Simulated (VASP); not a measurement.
# Hf2N (P4_2/mnm) in VASP: notebook

The runs below take Hf2N through single point, with r2SCAN.

Everything below comes from runs of VASP 6.6.1. Logs are shortened: lines on timing, memory, paths and dates and some standing lists are left out, and cuts for length are marked.

## Step 1: The cell of the first run

It takes space group P4_2/mnm (No. 136, tetragonal). The conventional cell has a = 5.313 Å, b = 5.313 Å, c = 3.242 Å, α = 90.00°, β = 90.00°, γ = 90.00°. Within 2.9 Å of Hf (site symmetry m2m) lie 3 N at 2.22 to 2.23 Å. N (site symmetry mmm) has 6 Hf at 2.22 to 2.23 Å within 2.9 Å.

## Step 2: Single point, r2SCAN

Input file POSCAR:

```
Hf2N
1.0
    5.3131240200      0.0000000000      0.0000000000
    0.0000000000      5.3131240200      0.0000000000
    0.0000000000      0.0000000000      3.2420983900
Hf N
4 2
Direct
    0.2955363700      0.2955363700      0.0000000000
    0.7044636300      0.7044636300      0.0000000000
    0.7955363700      0.2044636300      0.5000000000
    0.2044636300      0.7955363700      0.5000000000
    0.0000000000      0.0000000000      0.0000000000
    0.5000000000      0.5000000000      0.5000000000
```

Input file INCAR.step1:

```
PREC = Accurate
ENCUT = 520
ISMEAR = 0
SIGMA = 0.02
LREAL = False
LASPH = True
NELM = 80
NBANDS = 34
GGA = PE
ALGO = Normal
EDIFF = 1E-4
LWAVE = True
LCHARG = False
```

Input file INCAR.step2:

```
PREC = Accurate
ENCUT = 520
EDIFF = 1E-6
ISMEAR = 0
SIGMA = 0.02
LREAL = False
LASPH = True
NELM = 80
ALGO = Normal
ISIF = 2
LWAVE = False
LCHARG = False
METAGGA = R2SCAN
LMIXTAU = True
NBANDS = 34
ISTART = 1
```

Input file KPOINTS:

```
regular mesh
0
Gamma
  8 8 12
```

Potentials or basis: VASP PAW PBE potentials, release 64 (Hf_pv, N).

Launch:

```
cat potpaw_PBE.64/Hf_pv/POTCAR potpaw_PBE.64/N/POTCAR > POTCAR
cp INCAR.step1 INCAR
mpirun -np 1 vasp_std > vasp.out
cp INCAR.step2 INCAR
mpirun -np 1 vasp_std > vasp.out
```

OUTCAR:

```text
PREC = Accurate
   ENCUT = 520
   EDIFF = 1E-6
   ISMEAR = 0
   LREAL = False
   LASPH = True
   NELM = 80
   ISIF = 2
   METAGGA = R2SCAN
   ISTART = 1

 ion  position               nearest neighbor table
   1  0.296  0.296  0.000-   5 2.22   6 2.23   6 2.23   2 3.07   4 3.15   3 3.15   4 3.15   3 3.15
                             4 3.15   4 3.15   3 3.15   3 3.15   2 3.82   2 3.82
   2  0.704  0.704  0.000-   5 2.22   6 2.23   6 2.23   1 3.07   4 3.15   3 3.15   4 3.15   3 3.15
                             3 3.15   3 3.15   4 3.15   4 3.15   1 3.82   1 3.82
   3  0.796  0.204  0.500-   6 2.22   5 2.23   5 2.23   4 3.07   1 3.15   1 3.15   2 3.15   2 3.15
                             2 3.15   2 3.15   1 3.15   1 3.15   4 3.82   4 3.82
   4  0.204  0.796  0.500-   6 2.22   5 2.23   5 2.23   3 3.07   1 3.15   1 3.15   2 3.15   2 3.15
                             1 3.15   1 3.15   2 3.15   2 3.15   3 3.82   3 3.82
   5  0.000  0.000  0.000-   1 2.22   2 2.22   3 2.23   4 2.23   3 2.23   4 2.23
   6  0.500  0.500  0.500-   3 2.22   4 2.22   1 2.23   2 2.23   1 2.23   2 2.23

  LATTYP: Found a simple tetragonal cell.
 ALAT       =     5.3131240200
 C/A-ratio  =     0.6102056677

  Lattice vectors:

 A1 = (   5.3131240200,   0.0000000000,   0.0000000000)
 A2 = (   0.0000000000,   5.3131240200,   0.0000000000)
 A3 = (   0.0000000000,   0.0000000000,   3.2420983900)

Analysis of symmetry for initial positions (statically):
=====================================================================
 Subroutine PRICEL returns:
 Original cell was already a primitive cell.

 Routine SETGRP: Setting up the symmetry group for a
 simple tetragonal supercell.

 Subroutine GETGRP returns: Found 16 space group operations
 (whereof  8 operations were pure point group operations)
 out of a pool of 16 trial point group operations.

The static configuration has the point symmetry D_2h.
 The point group associated with its full space group is D_4h.

Analysis of symmetry for dynamics (positions and initial velocities):
=====================================================================
 Subroutine PRICEL returns:
 Original cell was already a primitive cell.

 Routine SETGRP: Setting up the symmetry group for a
 simple tetragonal supercell.

 Subroutine GETGRP returns: Found 16 space group operations
 (whereof  8 operations were pure point group operations)
 out of a pool of 16 trial point group operations.

The dynamic configuration has the point symmetry D_2h.
 The point group associated with its full space group is D_4h.

 Subroutine INISYM returns: Found 16 space group operations
 (whereof  8 operations are pure point group operations),
 and found     1 'primitive' translations

----------------------------------------------------------------------------------------

                                     Primitive cell

  volume of cell :      91.5221

  direct lattice vectors                    reciprocal lattice vectors
     5.313124020  0.000000000  0.000000000     0.188213186  0.000000000  0.000000000
     0.000000000  5.313124020  0.000000000     0.000000000  0.188213186  0.000000000
     0.000000000  0.000000000  3.242098390     0.000000000  0.000000000  0.308442212

  length of vectors
     5.313124020  5.313124020  3.242098390     0.188213186  0.188213186  0.308442212

  position of ions in fractional coordinates (direct lattice)
     0.295536370  0.295536370  0.000000000
     0.704463630  0.704463630  0.000000000
     0.795536370  0.204463630  0.500000000
     0.204463630  0.795536370  0.500000000
     0.000000000  0.000000000  0.000000000
     0.500000000  0.500000000  0.500000000

  ion indices of the primitive-cell ions
   primitive index   ion index
                 1           1
                 2           2
                 3           3
                 4           4
                 5           5
                 6           6

----------------------------------------------------------------------------------------

 KPOINTS: regular mesh

Automatic generation of k-mesh.
 Grid dimensions read from file:
 generate k-points for:    8    8   12

 Generating k-lattice:

  Cartesian coordinates                     Fractional coordinates (reciprocal lattice)
     0.023526648  0.000000000  0.000000000     0.125000000  0.000000000  0.000000000
     0.000000000  0.023526648  0.000000000     0.000000000  0.125000000  0.000000000
     0.000000000  0.000000000  0.025703518     0.000000000  0.000000000  0.083333333

  Length of vectors
     0.023526648  0.023526648  0.025703518

  Shift w.r.t. Gamma in fractional coordinates (k-lattice)
     0.000000000  0.000000000  0.000000000

 Subroutine IBZKPT returns following result:
 ===========================================

 Found    105 irreducible k-points:

 Following reciprocal coordinates:
            Coordinates               Weight
  0.000000  0.000000  0.000000      1.000000
  0.125000  0.000000  0.000000      4.000000
  0.250000  0.000000  0.000000      4.000000
  0.375000  0.000000  0.000000      4.000000
  0.500000  0.000000  0.000000      2.000000
  0.125000  0.125000  0.000000      4.000000
[... 16 lines left out ...]
  0.375000  0.125000  0.083333     16.000000
  0.500000  0.125000  0.083333      8.000000
 [... further k-points ...]
   k-points           NKPTS =    105   k-points in BZ     NKDIM =    105   number of bands    NBANDS=     34
   number of dos      NEDOS =    301   number of ions     NIONS =      6
   total plane-waves  NPLWV =  38400
   dimension x,y,z NGX =    40 NGY =   40 NGZ =   24
   dimension x,y,z NGXF=    80 NGYF=   80 NGZF=   48
   ions per type =               4   2
   NGX,Y,Z   is equivalent  to a cutoff of  12.52, 12.52, 12.31 a.u.
   NGXF,Y,Z  is equivalent  to a cutoff of  25.03, 25.03, 24.61 a.u.
 SYSTEM =  unknown system
   PREC   = accura    normal or accurate (medium, high low for compatibility)
   ISTART =      1    job   : 0-new  1-cont  2-samecut
   ICHARG =      0    charge: 1-file 2-atom 10-const
   ISPIN  =      1    spin polarized calculation?
   LNONCOLLINEAR =      F non collinear calculations
   LSORBIT =      F    spin-orbit coupling
   LASPH  =      T    aspherical Exc in radial PAW
   ENCUT  =  520.0 eV  38.22 Ry    6.18 a.u.   9.88  9.88  6.03*2*pi/ulx,y,z
   NELM   =     80;   NELMIN=  2; NELMDL=  0     # of ELM steps
   EDIFF  = 0.1E-05   stopping-criterion for ELM
   LREAL  =      F    real-space projection
   EDIFFG = 0.1E-04   stopping-criterion for IOM
   NSW    =      0    number of steps for IOM
   IBRION =     -1    ionic relax: 0-MD 1-quasi-New 2-CG
   NFREE  =      0    steps in history (QN), initial steepest desc. (CG)
   ISIF   =      2    stress and relaxation
   ISYM   =      2    0-nonsym 1-usesym 2-fastsym
   POTIM  = 0.5000    time-step for ionic-motion
   TEBEG  =    0.0;   TEEND  =   0.0 temperature during run
   PSTRESS=    0.0 pullay stress
   NELECT =      50.0000    total number of electrons
   NUPDOWN=      -1.0000    fix difference up-down
   EMIN   =  10.00;   EMAX   =-10.00  energy-range for DOS
   EFERMI =   0.00;   METHOD = LEGACY
   ISMEAR =     0;   SIGMA  =   0.02  broadening in eV -4-tet -1-fermi 0-gaus
   EFERMI_NEDOS =   21; number of points for ismear=-14 and -15
   IALGO  =     38    algorithm
   IMIX   =      4    mixing-type and parameters
     AMIX     =   0.40;   BMIX     =  1.00
     AMIX_MAG =   1.60;   BMIX_MAG =  1.00
  volume/ion in A,a.u.               =      15.25       102.94
  Fermi-wavevector in a.u.,A,eV,Ry     =   1.338308  2.529036 24.368970  1.791069
  Thomas-Fermi vector in A             =   2.466789
   LORBIT       =      0    0 simple, 1 ext, 2 COOP (PROOUT), +10 PAW based schemes
   METAGGA = R2SCAN    functional components
   LHFCALC =     F    Hartree Fock is set to
   AEXX    =    0.0000 exact exchange contribution
   IVDW    =     0    specifies the selected vdW correction
   LEPSILON=     F    determine dielectric tensor
   LRPA    =     F    only Hartree local field effects (RPA)
 non-spin polarized calculation
 Gauss-broadening in eV      SIGMA  =   0.02
  energy-cutoff  :      520.00
  volume of cell :       91.52
 maximum number of plane-waves:      2496
 NGX is ok and might be reduce to    40
   NGX = 19   NGY = 19   NGZ = 13

 number of electron      50.0000008 magnetization

 Free energy of the ion-electron system (eV)
  ---------------------------------------------------
  ext. energy  EPLUGINS =         0.00000000
  ---------------------------------------------------
  free energy    TOTEN  =      -207.32734690 eV

  energy without entropy =     -207.32705930  energy(sigma->0) =     -207.32720310

 E-fermi :   5.9585     XC(G=0): -12.8515

 val. band max:        5.9538000622   @ k =   0.5000   0.0000   0.2500
 cond. band min:       5.9597948140   @ k =   0.3750   0.0000   0.2500
 fundamental gap:      0.0059947518
 Fermi energy:         5.9584722502

 k-point     1 :       0.0000    0.0000    0.0000
  band No.  band energies     occupation
      1     -26.4885      2.00000
      2     -26.0059      2.00000
      3     -25.9262      2.00000
      4     -25.9262      2.00000
      5     -25.6890      2.00000
      6     -25.5407      2.00000
[... 26 lines left out ...]
     33       9.3382      0.00000
     34       9.3382      0.00000

 k-point     2 :       0.1250    0.0000    0.0000
  band No.  band energies     occupation
      1     -26.4658      2.00000
      2     -25.9982      2.00000
      3     -25.9514      2.00000
      4     -25.8957      2.00000
      5     -25.6806      2.00000
      6     -25.5376      2.00000
[... 26 lines left out ...]
     33       9.3080      0.00000
     34       9.6499      0.00000
[... 775 lines left out ...]
     33      10.1406      0.00000
     34      10.7041      0.00000

 k-point    24 :       0.5000    0.1250    0.0833
  band No.  band energies     occupation
      1     -26.1800      2.00000
      2     -26.1800      2.00000
      3     -25.7766      2.00000
      4     -25.7766      2.00000
      5     -25.6726      2.00000
      6     -25.6726      2.00000
[... 26 lines left out ...]
     33      10.2096      0.00000
     34      10.2096      0.00000

 [... further k-points ...]

------------------------ aborting loop because EDIFF is reached ----------------------------------------

  FORCE on cell =-STRESS in cart. coord.  units (eV):
  Direction    XX          YY          ZZ          XY          YZ          ZX
  --------------------------------------------------------------------------------------
  -------------------------------------------------------------------------------------
  Total       -0.0405330     -0.0405330     -0.0132813      0.0000000      0.0000000      0.0000000
  in kB       -0.7095660     -0.7095660     -0.2325009      0.0000000      0.0000000      0.0000000
  external PRESSURE =      -0.5505443 kB  Pullay stress =       0.0000000 kB

 VOLUME and BASIS-vectors are now :
 -----------------------------------------------------------------------------
  energy-cutoff  :      520.00
  volume of cell :       91.52
      direct lattice vectors                 reciprocal lattice vectors
     5.313124020  0.000000000  0.000000000     0.188213186  0.000000000  0.000000000
     0.000000000  5.313124020  0.000000000     0.000000000  0.188213186  0.000000000
     0.000000000  0.000000000  3.242098390     0.000000000  0.000000000  0.308442212

 POSITION                                       TOTAL-FORCE (eV/Angst)
 -----------------------------------------------------------------------------------
      1.57022      1.57022      0.00000        -0.001130     -0.001130     -0.000000
      3.74290      3.74290      0.00000         0.001130      0.001130      0.000000
      4.22678      1.08634      1.62105        -0.001130      0.001130      0.000000
      1.08634      4.22678      1.62105         0.001130     -0.001130     -0.000000
      0.00000      0.00000      0.00000         0.000000      0.000000     -0.000000
      2.65656      2.65656      1.62105         0.000000      0.000000     -0.000000
 -----------------------------------------------------------------------------------
    total drift:                                0.000000      0.000000      0.000000

  FREE ENERGIE OF THE ION-ELECTRON SYSTEM (eV)
  ---------------------------------------------------
  free  energy   TOTEN  =      -207.3273468979 eV

  energy  without entropy=     -207.3270593045  energy(sigma->0) =     -207.32720310
```

Wall time 9.8 min (1 thread of AMD EPYC 9R45 (Zen 5), shared host); peak memory 0.35 GiB.

What came out:

* Free energy: -207.3273 eV
* Pressure: -0.1 GPa
* Band gap on the k mesh: zero (bands 25 and 26 overlap by 2.77 eV)

Caveat: the PAW data sets were made with another functional, which shifts forces and pressure a little; spin-orbit coupling is left out, which moves the levels of the heavy elements.

[end of part 1 of 3]
